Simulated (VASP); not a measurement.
# WS2 (P6_3/mmc) in VASP: notebook

The runs below take WS2 through single point, with PBE+D3(BJ).

Program: VASP 6.6.1. These are calculated values, not measurements. Logs are shortened: lines on timing, memory, paths and dates and some standing lists are left out, and cuts for length are marked.

## (1) The cell of the first run

The structure is hexagonal, space group P6_3/mmc (No. 194). The conventional cell has a = 3.180 Å, b = 3.180 Å, c = 12.500 Å, α = 90.00°, β = 90.00°, γ = 120.00°. Within 3.2 Å of W (site symmetry -6m2) lie 6 S at 2.41 Å and 6 W at 3.18 Å. S (site symmetry 3m) has 3 W at 2.41 Å and 7 S at 3.12 to 3.18 Å within 3.2 Å.

## (2) Single point, PBE+D3(BJ), collinear spin

INCAR

```
ALGO = Normal
EDIFF = 1E-6
ENCUT = 500
GGA = PE
GGA_COMPAT = F
ISIF = 2
ISMEAR = 0
ISPIN = 2
IVDW = 12
LASPH = T
LCHARG = F
LMAXMIX = 4
LORBIT = 11
LREAL = F
LWAVE = F
MAGMOM = 1 1 0 0 0 0
NBANDS = 39
NELM = 200
PREC = Accurate
SIGMA = 0.1
```

KPOINTS

```
k-points
0
Gamma
  6 6 2
```

POSCAR

```
WS2
1.0
    3.1800000000      0.0000000000      0.0000000000
   -1.5900000000      2.7539607840      0.0000000000
    0.0000000000      0.0000000000     12.5000000000
W S
2 4
Direct
    0.3333333333      0.6666666667      0.2500000000
    0.6666666667      0.3333333333      0.7500000000
    0.3333333333      0.6666666667      0.6250000000
    0.6666666667      0.3333333333      0.1250000000
    0.3333333333      0.6666666667      0.8750000000
    0.6666666667      0.3333333333      0.3750000000
```

Potentials or basis: VASP PAW PBE potentials, release 64 (W_sv, S).

Started as:

```
cat potpaw_PBE.64/W_sv/POTCAR potpaw_PBE.64/S/POTCAR > POTCAR
mpirun -np 1 vasp_std > vasp.out
```

OUTCAR:

```text
EDIFF = 1E-6
   ENCUT = 500
   GGA = PE
   ISIF = 2
   ISMEAR = 0
   ISPIN = 2
   IVDW = 12
   LASPH = T
   LORBIT = 11
   LREAL = F
   NELM = 200
   PREC = Accurate
 IVDW          = 12

 ion  position               nearest neighbor table
   1  0.333  0.667  0.250-   4 2.41   6 2.41   4 2.41   6 2.41   4 2.41   6 2.41
   2  0.667  0.333  0.750-   3 2.41   5 2.41   3 2.41   5 2.41   3 2.41   5 2.41
   3  0.333  0.667  0.625-   2 2.41   2 2.41   2 2.41
   4  0.667  0.333  0.125-   1 2.41   1 2.41   1 2.41
   5  0.333  0.667  0.875-   2 2.41   2 2.41   2 2.41
   6  0.667  0.333  0.375-   1 2.41   1 2.41   1 2.41

  LATTYP: Found a hexagonal cell.
 ALAT       =     3.1800000000
 C/A-ratio  =     3.9308176101

  Lattice vectors:

 A1 = (   3.1800000000,   0.0000000000,   0.0000000000)
 A2 = (  -1.5900000000,   2.7539607840,   0.0000000000)
 A3 = (   0.0000000000,   0.0000000000,  12.5000000000)

Analysis of symmetry for initial positions (statically):
=====================================================================
 Subroutine PRICEL returns:
 Original cell was already a primitive cell.

 Routine SETGRP: Setting up the symmetry group for a
 hexagonal supercell.

 Subroutine GETGRP returns: Found 24 space group operations
 (whereof 12 operations were pure point group operations)
 out of a pool of 24 trial point group operations.

The static configuration has the point symmetry D_3d.
 The point group associated with its full space group is D_6h.

Analysis of symmetry for dynamics (positions and initial velocities):
=====================================================================
 Subroutine PRICEL returns:
 Original cell was already a primitive cell.

 Routine SETGRP: Setting up the symmetry group for a
 hexagonal supercell.

 Subroutine GETGRP returns: Found 24 space group operations
 (whereof 12 operations were pure point group operations)
 out of a pool of 24 trial point group operations.

The dynamic configuration has the point symmetry D_3d.
 The point group associated with its full space group is D_6h.

Analysis of structural, dynamic, and magnetic symmetry:
=====================================================================
 Subroutine PRICEL returns:
 Original cell was already a primitive cell.

 Routine SETGRP: Setting up the symmetry group for a
 hexagonal supercell.

 Subroutine GETGRP returns: Found 24 space group operations
 (whereof 12 operations were pure point group operations)
 out of a pool of 24 trial point group operations.

The overall configuration has the point symmetry D_3d.
 The point group associated with its full space group is D_6h.

 Subroutine INISYM returns: Found 24 space group operations
 (whereof 12 operations are pure point group operations),
 and found     1 'primitive' translations

----------------------------------------------------------------------------------------

                                     Primitive cell

  volume of cell :     109.4699

  direct lattice vectors                    reciprocal lattice vectors
     3.180000000  0.000000000  0.000000000     0.314465409  0.181556688  0.000000000
    -1.590000000  2.753960784  0.000000000     0.000000000  0.363113377  0.000000000
     0.000000000  0.000000000 12.500000000     0.000000000  0.000000000  0.080000000

  length of vectors
     3.180000000  3.180000000 12.500000000     0.363113377  0.363113377  0.080000000

  position of ions in fractional coordinates (direct lattice)
     0.333333333  0.666666667  0.250000000
     0.666666667  0.333333333  0.750000000
     0.333333333  0.666666667  0.625000000
     0.666666667  0.333333333  0.125000000
     0.333333333  0.666666667  0.875000000
     0.666666667  0.333333333  0.375000000

  ion indices of the primitive-cell ions
   primitive index   ion index
                 1           1
                 2           2
                 3           3
                 4           4
                 5           5
                 6           6

[... 39 lines left out ...]
  0.166667  0.166667  0.500000      6.000000
  0.333333  0.166667  0.500000     12.000000
  0.333333  0.333333  0.500000      2.000000
   k-points           NKPTS =     14   k-points in BZ     NKDIM =     14   number of bands    NBANDS=     39
   number of dos      NEDOS =    301   number of ions     NIONS =      6
   total plane-waves  NPLWV =  55296
   dimension x,y,z NGX =    24 NGY =   24 NGZ =   96
   dimension x,y,z NGXF=    48 NGYF=   48 NGZF=  192
   ions per type =               2   4
   NGX,Y,Z   is equivalent  to a cutoff of  12.55, 12.55, 12.77 a.u.
   NGXF,Y,Z  is equivalent  to a cutoff of  25.09, 25.09, 25.54 a.u.
 SYSTEM =  unknown system
   PREC   = accura    normal or accurate (medium, high low for compatibility)
   ISTART =      0    job   : 0-new  1-cont  2-samecut
   ICHARG =      2    charge: 1-file 2-atom 10-const
   ISPIN  =      2    spin polarized calculation?
   LNONCOLLINEAR =      F non collinear calculations
   LSORBIT =      F    spin-orbit coupling
   LASPH  =      T    aspherical Exc in radial PAW
   ENCUT  =  500.0 eV  36.75 Ry    6.06 a.u.   5.80  5.80 22.79*2*pi/ulx,y,z
   NELM   =    200;   NELMIN=  2; NELMDL= -5     # of ELM steps
   EDIFF  = 0.1E-05   stopping-criterion for ELM
   LREAL  =      F    real-space projection
   EDIFFG = 0.1E-04   stopping-criterion for IOM
   NSW    =      0    number of steps for IOM
   IBRION =     -1    ionic relax: 0-MD 1-quasi-New 2-CG
   NFREE  =      0    steps in history (QN), initial steepest desc. (CG)
   ISIF   =      2    stress and relaxation
   ISYM   =      2    0-nonsym 1-usesym 2-fastsym
   POTIM  = 0.5000    time-step for ionic-motion
   TEBEG  =    0.0;   TEEND  =   0.0 temperature during run
   PSTRESS=    0.0 pullay stress
   NELECT =      52.0000    total number of electrons
   NUPDOWN=      -1.0000    fix difference up-down
   EMIN   =  10.00;   EMAX   =-10.00  energy-range for DOS
   EFERMI =   0.00;   METHOD = LEGACY
   ISMEAR =     0;   SIGMA  =   0.10  broadening in eV -4-tet -1-fermi 0-gaus
   EFERMI_NEDOS =   21; number of points for ismear=-14 and -15
   IALGO  =     38    algorithm
   IMIX   =      4    mixing-type and parameters
     AMIX     =   0.40;   BMIX     =  1.00
     AMIX_MAG =   1.60;   BMIX_MAG =  1.00
  volume/ion in A,a.u.               =      18.24       123.12
  Fermi-wavevector in a.u.,A,eV,Ry     =   1.277353  2.413847 22.199688  1.631631
  Thomas-Fermi vector in A             =   2.409958
   LORBIT       =     11    0 simple, 1 ext, 2 COOP (PROOUT), +10 PAW based schemes
   GGA     = PE    functional components
   LHFCALC =     F    Hartree Fock is set to
   AEXX    =    0.0000 exact exchange contribution
   IVDW    =    12    specifies the selected vdW correction
   LEPSILON=     F    determine dielectric tensor
   LRPA    =     F    only Hartree local field effects (RPA)
 spin polarized calculation
 Gauss-broadening in eV      SIGMA  =   0.10
  energy-cutoff  :      500.00
  volume of cell :      109.47
 maximum number of plane-waves:      2796
 NGX is ok and might be reduce to    24
   NGX = 11   NGY = 11   NGZ = 45

 number of electron      52.0000006 magnetization       0.0020875

 Free energy of the ion-electron system (eV)
  ---------------------------------------------------
  ext. energy  EPLUGINS =         0.00000000
  ---------------------------------------------------
  free energy    TOTEN  =       -47.27642073 eV

  energy without entropy =      -47.27642073  energy(sigma->0) =      -47.27642073

 E-fermi :   7.7017     XC(G=0): -10.7733

 val. band max:        7.1198023168   @ k =   0.0000   0.0000   0.0000
 cond. band min:       8.1813459176   @ k =   0.1667   0.1667   0.0000
 fundamental gap:      1.0615436008
 Fermi energy:         7.7017467774

 spin component 1

 k-point     1 :       0.0000    0.0000    0.0000
  band No.  band energies     occupation
      1     -67.5139      1.00000
      2     -67.5139      1.00000
      3     -31.7563      1.00000
      4     -31.7562      1.00000
      5     -31.6028      1.00000
      6     -31.6028      1.00000
[... 563 lines left out ...]
     37      13.7028      0.00000
     38      13.7028      0.00000
 Fermi energy:         7.7017467774

 spin component 2

 k-point     1 :       0.0000    0.0000    0.0000
  band No.  band energies     occupation
      1     -67.5138      1.00000
      2     -67.5138      1.00000
      3     -31.7562      1.00000
      4     -31.7561      1.00000
      5     -31.6028      1.00000
      6     -31.6028      1.00000
[... 563 lines left out ...]
     37      13.7033      0.00000
     38      13.7033      0.00000
 [bands above 38 left out]

------------------------ aborting loop because EDIFF is reached ----------------------------------------

 Edisp (eV)   -2.48643

 E8    (eV) :    -1.0443

  FORCE on cell =-STRESS in cart. coord.  units (eV):
  Direction    XX          YY          ZZ          XY          YZ          ZX
  --------------------------------------------------------------------------------------
  -------------------------------------------------------------------------------------
  Total      -1.48211    -1.48211    -0.25252     0.00000     0.00000    -0.00000
  in kB     -21.69185   -21.69185    -3.69584     0.00000     0.00000    -0.00000
  external pressure =      -15.69 kB  Pullay stress =        0.00 kB

 VOLUME and BASIS-vectors are now :
 -----------------------------------------------------------------------------
  energy-cutoff  :      500.00
  volume of cell :      109.47
      direct lattice vectors                 reciprocal lattice vectors
     3.180000000  0.000000000  0.000000000     0.314465409  0.181556688  0.000000000
    -1.590000000  2.753960784  0.000000000     0.000000000  0.363113377  0.000000000
     0.000000000  0.000000000 12.500000000     0.000000000  0.000000000  0.080000000

 POSITION                                       TOTAL-FORCE (eV/Angst)
 -----------------------------------------------------------------------------------
     -0.00000      1.83597      3.12500         0.000000     -0.000000      0.000000
      1.59000      0.91799      9.37500        -0.000000      0.000000      0.000000
     -0.00000      1.83597      7.81250         0.000000     -0.000000     -0.143585
      1.59000      0.91799      1.56250         0.000000      0.000000     -0.143585
     -0.00000      1.83597     10.93750         0.000000     -0.000000      0.143585
      1.59000      0.91799      4.68750        -0.000000      0.000000      0.143585
 -----------------------------------------------------------------------------------
    total drift:                               -0.000000      0.000000     -0.000000

  FREE ENERGIE OF THE ION-ELECTRON SYSTEM (eV)
  ---------------------------------------------------
  free  energy   TOTEN  =       -49.7628470324 eV

  energy  without entropy=      -49.7628470324  energy(sigma->0) =      -49.76284703

 total charge

# of ion       s       p       d       tot
------------------------------------------
    1        2.320   6.326   3.374  12.020
    2        2.320   6.326   3.374  12.020
    3        1.359   2.365   0.000   3.724
    4        1.359   2.365   0.000   3.724
    5        1.359   2.365   0.000   3.724
    6        1.359   2.365   0.000   3.724
--------------------------------------------------
tot         10.076  22.111   6.749  38.935

 magnetization (x)

# of ion       s       p       d       tot
------------------------------------------
    1       -0.000   0.000  -0.000  -0.000
    2       -0.000   0.000  -0.000  -0.000
    3       -0.000  -0.000   0.000  -0.000
    4       -0.000  -0.000   0.000  -0.000
    5       -0.000  -0.000   0.000  -0.000
    6       -0.000  -0.000   0.000  -0.000
--------------------------------------------------
tot         -0.000  -0.000  -0.000  -0.000
```

Wall time 64 s (1 thread of AMD EPYC 9R45 (Zen 5), shared host); peak memory 0.28 GiB.

Results:

* Free energy: -49.7628 eV
* Pressure: -1.6 GPa
* Largest force: 0.144 eV/Å
* Band gap on the k mesh: 1.06 eV (least direct gap 1.74 eV)
* Net moment: 0.00 μB per cell
* Valence electrons inside the program's atomic spheres: W 12.02; S 3.72
* Dispersion energy per atom: -0.414 eV

Forces on the atoms (eV/Å):
```
W    0.000  0.000  0.000
W    0.000  0.000  0.000
S    0.000  0.000 -0.144
S    0.000  0.000 -0.144
S    0.000  0.000  0.144
S    0.000  0.000  0.144
```

Caveat: spin-orbit coupling is left out, which moves the levels of the heavy elements. A k mesh can miss the band edges.

[end of part 1 of 2]
